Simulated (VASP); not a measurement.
# Sn (Im-3m) in VASP: notebook, part 2 of 2

VASP 6.6.1. Earlier steps stand in the parts before.

### 3 Single point, PBEsol (strained)

Input file INCAR:

```
SYSTEM = Sn
PREC = Accurate
ENCUT = 520
EDIFF = 1E-6
ISMEAR = 0
SIGMA = 0.1
LREAL = .False.
LASPH = .True.
NELM = 100
ALGO = Normal
ISIF = 2
LWAVE = .False.
LCHARG = .False.
GGA = PS
NBANDS = 13
```

Input file KPOINTS:

```
regular mesh
0
Gamma
  16 16 16
  0 0 0
```

Input file POSCAR:

```
Sn
1.0
   -1.8301199782      1.8301199782      1.8301199782
    1.8301199782     -1.8301199782      1.8301199782
    1.8301199782      1.8301199782     -1.8301199782
Sn
1
Direct
    0.0000000000      0.0000000000      0.0000000000
```

Potentials or basis: VASP PAW PBE potentials, release 64 (Sn_d).

The run is started by

```
> cat potpaw_PBE.64/Sn_d/POTCAR > POTCAR
> mpirun -np 1 vasp_std > vasp.out
```

OUTCAR:

```text
SYSTEM = Sn
   PREC = Accurate
   ENCUT = 520
   EDIFF = 1E-6
   ISMEAR = 0
   LREAL = .False.
   LASPH = .True.
   NELM = 100
   ISIF = 2
   GGA = PS

 ion  position               nearest neighbor table
   1  0.000  0.000  0.000-

  LATTYP: Found a body centered cubic cell.
 ALAT       =     3.6602399564

  Lattice vectors:

 A1 = (  -1.8301199782,   1.8301199782,   1.8301199782)
 A2 = (   1.8301199782,  -1.8301199782,   1.8301199782)
 A3 = (   1.8301199782,   1.8301199782,  -1.8301199782)

Analysis of symmetry for initial positions (statically):
=====================================================================
 Subroutine PRICEL returns:
 Original cell was already a primitive cell.

 Routine SETGRP: Setting up the symmetry group for a
 body centered cubic supercell.

 Subroutine GETGRP returns: Found 48 space group operations
 (whereof 48 operations were pure point group operations)
 out of a pool of 48 trial point group operations.

The static configuration has the point symmetry O_h .

Analysis of symmetry for dynamics (positions and initial velocities):
[... 167 lines left out ...]
      2     -12.2846      2.00000
      3     -12.2846      2.00000
      4     -12.0943      2.00000
      5     -12.0943      2.00000
      6      -2.6541      2.00000
      7      18.1906      0.00000
      8      18.1906      0.00000
      9      18.1906      0.00000
     10      21.5610      0.00000
     11      21.5610      0.00000
     12      21.5610      0.00000
     13      22.7900      0.00000
[... 354 lines left out ...]
  band No.  band energies     occupation
      1     -12.3116      2.00000
      2     -12.2383      2.00000
      3     -12.1241      2.00000
      4     -12.1126      2.00000
      5     -12.0493      2.00000
      6       0.7922      2.00000
      7       8.2721      2.00000
      8      10.4103      0.00000
      9      14.3627      0.00000
     10      19.7168      0.00000
     11      20.8644      0.00000
     12      23.5886      0.00000
     13      26.4143      0.00000

 [... further k-points ...]

------------------------ aborting loop because EDIFF is reached ----------------------------------------

  FORCE on cell =-STRESS in cart. coord.  units (eV):
  Direction    XX          YY          ZZ          XY          YZ          ZX
  --------------------------------------------------------------------------------------
  -------------------------------------------------------------------------------------
  Total        0.6477199      0.6477199      0.6477199     -0.0000000     -0.0000000      0.0000000
  in kB       42.3252120     42.3252120     42.3252120     -0.0000000     -0.0000000      0.0000000
  external PRESSURE =      42.3252120 kB  Pullay stress =       0.0000000 kB

 VOLUME and BASIS-vectors are now :
 -----------------------------------------------------------------------------
  energy-cutoff  :      520.00
  volume of cell :       24.52
      direct lattice vectors                 reciprocal lattice vectors
    -1.830119978  1.830119978  1.830119978     0.000000000  0.273206132  0.273206132
     1.830119978 -1.830119978  1.830119978     0.273206132  0.000000000  0.273206132
     1.830119978  1.830119978 -1.830119978     0.273206132  0.273206132  0.000000000

 POSITION                                       TOTAL-FORCE (eV/Angst)
 -----------------------------------------------------------------------------------
      0.00000      0.00000      0.00000         0.000000     -0.000000      0.000000
 -----------------------------------------------------------------------------------
    total drift:                                0.000000      0.000000      0.000000

  FREE ENERGIE OF THE ION-ELECTRON SYSTEM (eV)
  ---------------------------------------------------
  free  energy   TOTEN  =        -4.2057364104 eV

  energy  without entropy=       -4.2013460648  energy(sigma->0) =       -4.20354124
```

OSZICAR:

```text
N       E                     dE             d eps       ncg     rms          rms(c)
DAV:   1     0.794890680853E+02    0.79489E+02   -0.70942E+03  3930   0.165E+03
DAV:   2     0.105871472076E+01   -0.78430E+02   -0.75893E+02  3985   0.341E+02
DAV:   3    -0.412933750407E+01   -0.51881E+01   -0.51625E+01  4503   0.711E+01
DAV:   4    -0.422843209733E+01   -0.99095E-01   -0.99075E-01  4448   0.105E+01
DAV:   5    -0.423156340406E+01   -0.31313E-02   -0.31313E-02  4744   0.182E+00    0.164E+00
DAV:   6    -0.421232573815E+01    0.19238E-01   -0.18395E-02  4790   0.254E+00    0.881E-01
DAV:   7    -0.420612430647E+01    0.62014E-02   -0.10218E-02  4695   0.179E+00    0.134E-01
DAV:   8    -0.420573622501E+01    0.38808E-03   -0.77626E-04  4625   0.489E-01    0.219E-02
DAV:   9    -0.420573614307E+01    0.81933E-07   -0.15018E-05  5197   0.493E-02    0.125E-02
DAV:  10    -0.420573641043E+01   -0.26736E-06   -0.82907E-07  3161   0.991E-03
   1 F= -.42057364E+01 E0= -.42035412E+01  d E =-.439035E-02
```

stdout:

```text
POSCAR found type information on POSCAR Sn
 POSCAR found :  1 types and       1 ions
 scaLAPACK will be used
 -----------------------------------------------------------------------------
|                                                                             |
|                                                                             |
|     You enforced a specific xc type in the INCAR file but a different       |
|     I HOPE YOU KNOW WHAT YOU ARE DOING!                                     |
|                                                                             |
 -----------------------------------------------------------------------------

 LDA part: xc-table for (Slater+PW92), standard interpolation
 POSCAR, INCAR and KPOINTS ok, starting setup
 FFT: planning ... GRIDC
 FFT: planning ... GRID_SOFT
 FFT: planning ... GRID
 WAVECAR not read
 entering main loop
```

Run time: 9.7 s. Hardware: 1 thread of Intel Xeon 6975P-C (Granite Rapids), shared host; peak memory 0.16 GiB.

Results:

* Free energy: -4.2057 eV
* Pressure: 4.2 GPa
* Band gap on the k mesh: zero (band 7 reaches 18.19 eV, above the bottom of band 8 at 6.51 eV)

Caveat: the cell differs from its parent crystal (strained); the PAW data sets were made with another functional, which shifts forces and pressure a little; spin-orbit coupling is left out, which moves the levels of the heavy elements.
